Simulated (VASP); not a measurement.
A run of VASP 6.6.1 is set up as follows.

INCAR

```
SYSTEM = ZnS
  ALGO = Normal
  EDIFF = 1E-6
  ENCUT = 520
  GGA = PE
  ISIF = 2
  ISMEAR = 0
  LASPH = .TRUE.
  LCHARG = .FALSE.
  LREAL = .FALSE.
  LWAVE = .FALSE.
  NBANDS = 46
  NELM = 80
  PREC = Accurate
  SIGMA = 0.05
```

KPOINTS

```
k-points
0
G
  8 8 2
  0 0 0
```

POSCAR

```
ZnS
1.0
   -3.8467234434      0.0000000000      0.0000000000
   -1.9233617217     -3.3313602233      0.0000000000
   -0.9618731970     -0.5553377492     12.5902250239
Zn S
4 4
Direct
   -0.1093969328     -0.1093969328      0.6562503469
   -0.0260469328     -0.0260469328      0.1562503469
    0.1822657069      0.1822657069      0.9062245137
    0.5989490402      0.5989490402      0.4062245137
   -0.1406097326     -0.1406097326      0.8434896978
   -0.0572597326      0.9427402674      0.3434896978
    0.3176909652      0.3176909652      0.0938354415
    0.5676742986      0.5676742986      0.5938354415
```

Potentials or basis: VASP PAW PBE potentials, release 64 (Zn, S).

Command:

```sh
$ cat potpaw_PBE.64/Zn/POTCAR potpaw_PBE.64/S/POTCAR > POTCAR
$ mpirun -np 1 vasp_std > vasp.out
```

Q: Predict the largest force.

A: 0.653 eV/Å.

Q: Predict the pressure.

A: -0.3 GPa.

Q: Estimate the band gap on the k mesh.

A: 1.77 eV.

Stress tensor (GPa, compression positive):
```
-0.89 -0.88  1.37
-0.88  0.13  0.79
 1.37  0.79 -0.28
```

Caveat: the cell differs from its parent crystal (the part above a cut slid along it).
